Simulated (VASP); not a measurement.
# Cr (Im-3m) in VASP: relaxation of cell and atoms with r2SCAN

Aim: the relaxation of cell and atoms of Cr with r2SCAN.

All numbers are computed with VASP 6.6.1; they aren't measurements. Logs are shortened: lines on timing, memory, paths and dates and some standing lists are left out, and cuts for length are marked.

### 1 The cell of the first run

The structure is cubic, space group Im-3m (No. 229). Conventional cell: a = 2.884 Å, b = 2.884 Å, c = 2.884 Å, α = 90.00°, β = 90.00°, γ = 90.00°. Cr (site symmetry m-3m) has 14 Cr at 2.50 to 2.88 Å within 3.3 Å.

### 2 Relaxation of cell and atoms, r2SCAN, collinear spin, antiferromagnetic start

Contents of POSCAR:

```
Cr
1.0
    2.8839000000      0.0000000000      0.0000000000
    0.0000000000      2.8839000000      0.0000000000
    0.0000000000      0.0000000000      2.8839000000
Cr
2
Direct
    0.0000000000      0.0000000000      0.0000000000
    0.5000000000      0.5000000000      0.5000000000
```

Contents of INCAR.step1:

```
  ALGO = Normal
  EDIFF = 1E-4
  ENCUT = 600
  GGA = PE
  ISMEAR = -1
  ISPIN = 2
  LASPH = T
  LCHARG = F
  LMAXMIX = 4
  LREAL = F
  LWAVE = T
  MAGMOM = 1.5 -1.5
  NELM = 150
  PREC = Accurate
  SIGMA = 0.05
```

Contents of INCAR.step2:

```
  ALGO = Normal
  EDIFF = 1E-6
  EDIFFG = -0.01
  ENCUT = 600
  IBRION = 2
  ISIF = 3
  ISMEAR = -1
  ISPIN = 2
  ISTART = 1
  LASPH = T
  LCHARG = F
  LMAXMIX = 4
  LMIXTAU = T
  LORBIT = 11
  LREAL = F
  LWAVE = F
  MAGMOM = 1.5 -1.5
  METAGGA = R2SCAN
  NELM = 150
  NSW = 80
  PREC = Accurate
  SIGMA = 0.05
```

Contents of KPOINTS:

```
k-points
0
Gamma
  11 11 11
```

Potentials or basis: VASP PAW PBE potentials, release 64 (Cr_pv).

Started as:

```bash
$ cat potpaw_PBE.64/Cr_pv/POTCAR > POTCAR
$ cp INCAR.step1 INCAR
$ mpirun -np 1 vasp_std > vasp.out
$ cp INCAR.step2 INCAR
$ mpirun -np 1 vasp_std > vasp.out
```

OUTCAR:

```text
EDIFF = 1E-6
   EDIFFG = -0.01
   ENCUT = 600
   IBRION = 2
   ISIF = 3
   ISMEAR = -1
   ISPIN = 2
   ISTART = 1
   LASPH = T
   LORBIT = 11
   LREAL = F
   METAGGA = R2SCAN
   NELM = 150
   NSW = 80
   PREC = Accurate

 ion  position               nearest neighbor table
   1  0.000  0.000  0.000-   2 2.50   2 2.50   2 2.50   2 2.50   2 2.50   2 2.50   2 2.50   2 2.50

   2  0.500  0.500  0.500-   1 2.50   1 2.50   1 2.50   1 2.50   1 2.50   1 2.50   1 2.50   1 2.50

  LATTYP: Found a simple cubic cell.
 ALAT       =     2.8839000000

  Lattice vectors:

 A1 = (   2.8839000000,   0.0000000000,   0.0000000000)
 A2 = (   0.0000000000,   2.8839000000,   0.0000000000)
 A3 = (   0.0000000000,   0.0000000000,   2.8839000000)

Analysis of symmetry for initial positions (statically):
=====================================================================
 Subroutine PRICEL returns following result:

  LATTYP: Found a body centered cubic cell.
 ALAT       =     2.8839000000

  Lattice vectors:

 A1 = (   1.4419500000,   1.4419500000,  -1.4419500000)
 A2 = (  -1.4419500000,   1.4419500000,   1.4419500000)
 A3 = (   1.4419500000,  -1.4419500000,   1.4419500000)

   2 primitive cells build up your supercell.

 Routine SETGRP: Setting up the symmetry group for a
 simple cubic supercell.

 Subroutine GETGRP returns: Found 48 space group operations
 (whereof 48 operations were pure point group operations)
 out of a pool of 48 trial point group operations.

The static configuration has the point symmetry O_h .

Analysis of symmetry for dynamics (positions and initial velocities):
=====================================================================
 Subroutine PRICEL returns following result:

  LATTYP: Found a body centered cubic cell.
 ALAT       =     2.8839000000

  Lattice vectors:

 A1 = (   1.4419500000,   1.4419500000,  -1.4419500000)
 A2 = (  -1.4419500000,   1.4419500000,   1.4419500000)
 A3 = (   1.4419500000,  -1.4419500000,   1.4419500000)

   2 primitive cells build up your supercell.

 Routine SETGRP: Setting up the symmetry group for a
 simple cubic supercell.

 Subroutine GETGRP returns: Found 48 space group operations
 (whereof 48 operations were pure point group operations)
 out of a pool of 48 trial point group operations.

The dynamic configuration has the point symmetry O_h .

Analysis of structural, dynamic, and magnetic symmetry:
=====================================================================
 Subroutine PRICEL returns following result:

  LATTYP: Found a body centered cubic cell.
 ALAT       =     2.8839000000

  Lattice vectors:

 A1 = (   1.4419500000,   1.4419500000,  -1.4419500000)
 A2 = (  -1.4419500000,   1.4419500000,   1.4419500000)
 A3 = (   1.4419500000,  -1.4419500000,   1.4419500000)

   2 primitive cells build up your supercell.

 Routine SETGRP: Setting up the symmetry group for a
 simple cubic supercell.

 Subroutine GETGRP returns: Found 48 space group operations
 (whereof 48 operations were pure point group operations)
 out of a pool of 48 trial point group operations.

The overall configuration has the point symmetry O_h .

 Subroutine INISYM returns: Found 48 space group operations
 (whereof 48 operations are pure point group operations),
 and found     2 'primitive' translations

----------------------------------------------------------------------------------------

                                     Primitive cell

  volume of cell :      11.9925

  direct lattice vectors                    reciprocal lattice vectors
     1.441950000  1.441950000 -1.441950000     0.346752661  0.346752661  0.000000000
    -1.441950000  1.441950000  1.441950000     0.000000000  0.346752661  0.346752661
     1.441950000 -1.441950000  1.441950000     0.346752661  0.000000000  0.346752661

  length of vectors
     2.497530662  2.497530662  2.497530662     0.490382316  0.490382316  0.490382316

  position of ions in fractional coordinates (direct lattice)
     0.000000000  0.000000000  0.000000000

  ion indices of the primitive-cell ions
   primitive index   ion index
                 1           1

----------------------------------------------------------------------------------------

 KPOINTS: k-points

Automatic generation of k-mesh.
 Grid dimensions read from file:
 generate k-points for:   11   11   11

 Generating k-lattice:

  Cartesian coordinates                     Fractional coordinates (reciprocal lattice)
     0.031522969  0.000000000  0.000000000     0.090909091  0.000000000  0.000000000
     0.000000000  0.031522969  0.000000000     0.000000000  0.090909091  0.000000000
     0.000000000  0.000000000  0.031522969     0.000000000  0.000000000  0.090909091

  Length of vectors
     0.031522969  0.031522969  0.031522969

  Shift w.r.t. Gamma in fractional coordinates (k-lattice)
     0.000000000  0.000000000  0.000000000

 Subroutine IBZKPT returns following result:
 ===========================================

 Found     56 irreducible k-points:

 Following reciprocal coordinates:
            Coordinates               Weight
  0.000000  0.000000  0.000000      1.000000
  0.090909  0.000000  0.000000      6.000000
  0.181818  0.000000  0.000000      6.000000
  0.272727  0.000000  0.000000      6.000000
  0.363636  0.000000  0.000000      6.000000
  0.454545  0.000000  0.000000      6.000000
[... 16 lines left out ...]
  0.181818  0.090909  0.090909     24.000000
  0.272727  0.090909  0.090909     24.000000
 [... further k-points ...]
   k-points           NKPTS =     56   k-points in BZ     NKDIM =     56   number of bands    NBANDS=     16
   number of dos      NEDOS =    301   number of ions     NIONS =      2
   total plane-waves  NPLWV =  13824
   dimension x,y,z NGX =    24 NGY =   24 NGZ =   24
   dimension x,y,z NGXF=    48 NGYF=   48 NGZF=   48
   ions per type =               2
   NGX,Y,Z   is equivalent  to a cutoff of  13.84, 13.84, 13.84 a.u.
   NGXF,Y,Z  is equivalent  to a cutoff of  27.67, 27.67, 27.67 a.u.
 SYSTEM =  unknown system
   PREC   = accura    normal or accurate (medium, high low for compatibility)
   ISTART =      1    job   : 0-new  1-cont  2-samecut
   ICHARG =      0    charge: 1-file 2-atom 10-const
   ISPIN  =      2    spin polarized calculation?
   LNONCOLLINEAR =      F non collinear calculations
   LSORBIT =      F    spin-orbit coupling
   LASPH  =      T    aspherical Exc in radial PAW
   ENCUT  =  600.0 eV  44.10 Ry    6.64 a.u.   5.76  5.76  5.76*2*pi/ulx,y,z
   NELM   =    150;   NELMIN=  2; NELMDL=  0     # of ELM steps
   EDIFF  = 0.1E-05   stopping-criterion for ELM
   LREAL  =      F    real-space projection
   EDIFFG = -.1E-01   stopping-criterion for IOM
   NSW    =     80    number of steps for IOM
   IBRION =      2    ionic relax: 0-MD 1-quasi-New 2-CG
   NFREE  =      1    steps in history (QN), initial steepest desc. (CG)
   ISIF   =      3    stress and relaxation
   ISYM   =      2    0-nonsym 1-usesym 2-fastsym
   POTIM  = 0.5000    time-step for ionic-motion
   TEBEG  =    0.0;   TEEND  =   0.0 temperature during run
   PSTRESS=    0.0 pullay stress
   NELECT =      24.0000    total number of electrons
   NUPDOWN=      -1.0000    fix difference up-down
   EMIN   =  10.00;   EMAX   =-10.00  energy-range for DOS
   EFERMI =   0.00;   METHOD = LEGACY
   ISMEAR =    -1;   SIGMA  =   0.05  broadening in eV -4-tet -1-fermi 0-gaus
   EFERMI_NEDOS =   21; number of points for ismear=-14 and -15
   IALGO  =     38    algorithm
   IMIX   =      4    mixing-type and parameters
     AMIX     =   0.40;   BMIX     =  1.00
     AMIX_MAG =   1.60;   BMIX_MAG =  1.00
  volume/ion in A,a.u.               =      11.99        80.93
  Fermi-wavevector in a.u.,A,eV,Ry     =   1.637439  3.094310 36.480015  2.681205
  Thomas-Fermi vector in A             =   2.728578
   LORBIT       =     11    0 simple, 1 ext, 2 COOP (PROOUT), +10 PAW based schemes
   METAGGA = R2SCAN    functional components
   LHFCALC =     F    Hartree Fock is set to
   AEXX    =    0.0000 exact exchange contribution
   IVDW    =     0    specifies the selected vdW correction
   LEPSILON=     F    determine dielectric tensor
   LRPA    =     F    only Hartree local field effects (RPA)
 conjugate gradient relaxation of ions
 spin polarized calculation
  energy-cutoff  :      600.00
  volume of cell :       23.99
 maximum number of plane-waves:       813
 NGX is ok and might be reduce to    24
   NGX = 11   NGY = 11   NGZ = 11

--------------------------------------- Ionic step        1  -------------------------------------------

 number of electron      23.9999981 magnetization      -0.0000000

 number of electron      23.9999981 magnetization       0.0000000

 Free energy of the ion-electron system (eV)
  ---------------------------------------------------
  ext. energy  EPLUGINS =         0.00000000
  ---------------------------------------------------
  free energy    TOTEN  =       -30.08006129 eV

  energy without entropy =      -30.07676075  energy(sigma->0) =      -30.07841102

 E-fermi :  10.6511     XC(G=0): -14.6273

 val. band max:       10.5992694991   @ k =   0.4545   0.4545   0.0000
 cond. band min:      10.6818868019   @ k =   0.4545   0.4545   0.0909
 fundamental gap:      0.0826173028
 Fermi energy:        10.6510718190

 spin component 1

 k-point     1 :       0.0000    0.0000    0.0000
  band No.  band energies     occupation
      1     -35.2467      1.00000
      2     -35.2467      1.00000
      3     -35.2467      1.00000
      4     -32.2532      1.00000
      5     -32.2532      1.00000
      6     -32.2532      1.00000
[... 8 lines left out ...]
     15      13.8914      0.00000
     16      13.8914      0.00000
[... 964 lines left out ...]
  FREE ENERGIE OF THE ION-ELECTRON SYSTEM (eV)
  ---------------------------------------------------
  free  energy   TOTEN  =       -30.1418043864 eV

  energy  without entropy=      -30.1412126888  energy(sigma->0) =      -30.14150854

--------------------------------------- Ionic step        3  -------------------------------------------

 number of electron      24.0000016 magnetization       0.0000000

 number of electron      24.0000016 magnetization      -0.0000000

 Free energy of the ion-electron system (eV)
  ---------------------------------------------------
  ext. energy  EPLUGINS =         0.00000000
  ---------------------------------------------------
  free energy    TOTEN  =       -30.14763997 eV

  energy without entropy =      -30.14646015  energy(sigma->0) =      -30.14705006

 E-fermi :   9.6873     XC(G=0): -14.0343

 val. band max:        9.6727990758   @ k =   0.4545   0.0000   0.0000
 cond. band min:       9.8886806784   @ k =   0.4545   0.0909   0.0000
 fundamental gap:      0.2158816025
 Fermi energy:         9.6872755195

 spin component 1

 k-point     1 :       0.0000    0.0000    0.0000
  band No.  band energies     occupation
      1     -36.4679      1.00000
      2     -36.4679      1.00000
      3     -36.4679      1.00000
      4     -32.9910      1.00000
      5     -32.9910      1.00000
      6     -32.9910      1.00000
[... 8 lines left out ...]
     15      11.3615      0.00000
     16      12.8845      0.00000
[... 919 lines left out ...]
 POSITION                                       TOTAL-FORCE (eV/Angst)
 -----------------------------------------------------------------------------------
      0.00000      0.00000      0.00000        -0.000000     -0.000000     -0.000000
      1.48407      1.48407      1.48407         0.000000      0.000000      0.000000
 -----------------------------------------------------------------------------------
    total drift:                                0.000000      0.000000     -0.000000

  FREE ENERGIE OF THE ION-ELECTRON SYSTEM (eV)
  ---------------------------------------------------
  free  energy   TOTEN  =       -30.1476399663 eV

  energy  without entropy=      -30.1464601538  energy(sigma->0) =      -30.14705006

 reached required accuracy - stopping structural energy minimisation

 total charge

# of ion       s       p       d       tot
------------------------------------------
    1        0.654   6.350   4.065  11.068
    2        0.654   6.350   4.065  11.068
--------------------------------------------------
tot          1.308  12.699   8.129  22.137

 magnetization (x)

# of ion       s       p       d       tot
------------------------------------------
    1        0.099   0.044   2.589   2.731
    2       -0.099  -0.044  -2.589  -2.731
--------------------------------------------------
tot          0.000   0.000   0.000   0.000
```

Wall time 7.4 min (1 thread of Intel Xeon 8259CL, shared host); peak memory 0.16 GiB.

Results:

* Free energy: -30.1476 eV
* Relaxed volume: 13.07 Å³/atom
* Relaxed cell: a = 2.968 Å, b = 2.968 Å, c = 2.968 Å, α = 90.00°, β = 90.00°, γ = 90.00°
* Space group after relaxing (to 0.1 Å): Im-3m (No. 229)
* Energy gained by relaxing: 33.8 meV/atom
* Ionic steps: 3
* Pressure after relaxing: 0.0 GPa
* Net moment: 0.00 μB per cell
* Site moments: Cr +2.73, -2.73 μB
* Valence electrons inside the program's atomic spheres: Cr 11.07

The path:
```tsv
step	energy change (eV)	largest force (eV/Å)	pressure (GPa)	volume (Å³)
1	0.0000	0.0000	10.64	23.99
2	-0.0617	0.0000	-2.71	26.86
3	-0.0676	0.0000	-0.04	26.15
```

Final structure:
```xyz
2
Lattice="2.9681 0.0000 0.0000 0.0000 2.9681 0.0000 0.0000 0.0000 2.9681" Properties=species:S:1:pos:R:3 pbc="T T T"
Cr    0.0000    0.0000    0.0000
Cr    1.4841    1.4841    1.4841
```

Caveat: the antiferromagnetic order is the one typed at the start, and another may lie lower; the PAW data sets were made with another functional, which shifts forces and pressure a little. Zero-point motion and thermal expansion aren't in these numbers.
